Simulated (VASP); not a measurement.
Write the native input for VASP 6.6.1 that does the following.

```yaml
Task: single point
Functional: PBE
Potentials_or_basis: VASP PAW PBE potentials, release 64 (Si, C)
Cutoff: 520 eV
k_mesh: 10 × 10 × 2
Occupations: fermi-dirac, width 0.02 eV
Spin: no spin polarisation
Dipole_correction: no
Further_INCAR_settings: ALGO = Normal; EDIFF = 1e-06; NBANDS = 36
```

The structure of SiC lies in POSCAR:

```
SiC
1.0
    3.0425322369      0.0000000000      0.0000000000
   -1.5212661184      2.6349102090      0.0000000000
    0.0000000000      0.0000000000     14.9128316747
Si C
6 6
Direct
    0.0000000000      0.0000000000      0.1250484249
    0.0000000000      0.0000000000      0.6250484249
    0.3333333333      0.6666666667      0.2918257749
    0.6666666667      0.3333333333      0.7918257749
    0.3333333333      0.6666666667      0.9583152732
    0.6666666667      0.3333333333      0.4583152732
    0.0000000000      0.0000000000     -0.0003283977
    0.0000000000      0.0000000000      0.4996716023
    0.3333333333      0.6666666667      0.1668332769
    0.6666666667      0.3333333333      0.6668332769
    0.3333333333      0.6666666667      0.8333056478
    0.6666666667      0.3333333333      0.3333056478
```

The input as run:

INCAR

```
SYSTEM = SiC
  ALGO = Normal
  EDIFF = 1E-6
  ENCUT = 520
  GGA = PE
  ISIF = 2
  ISMEAR = -1
  LASPH = .TRUE.
  LCHARG = .FALSE.
  LREAL = .FALSE.
  LWAVE = .FALSE.
  NBANDS = 36
  NELM = 60
  PREC = Accurate
  SIGMA = 0.02
```

KPOINTS

```
k-points
0
G
  10 10 2
  0 0 0
```

Potentials or basis: VASP PAW PBE potentials, release 64 (Si, C).

Command:

```sh
$ cat potpaw_PBE.64/Si/POTCAR potpaw_PBE.64/C/POTCAR > POTCAR
$ mpirun -np 1 vasp_std > vasp.out
```

Results of the run:

```json
{
 "Pressure": "12.3 GPa",
 "Largest force": "0.013 eV/Å",
 "Band gap on the k mesh": "2.02 eV (least direct gap 3.12 eV)"
}
```

Caveat: the cell stands under pressure.

Run time: 81 s on 1 thread of AMD EPYC 9R45 96-Core Processor (Zen 5) (shared host), peak memory 0.25 GiB.
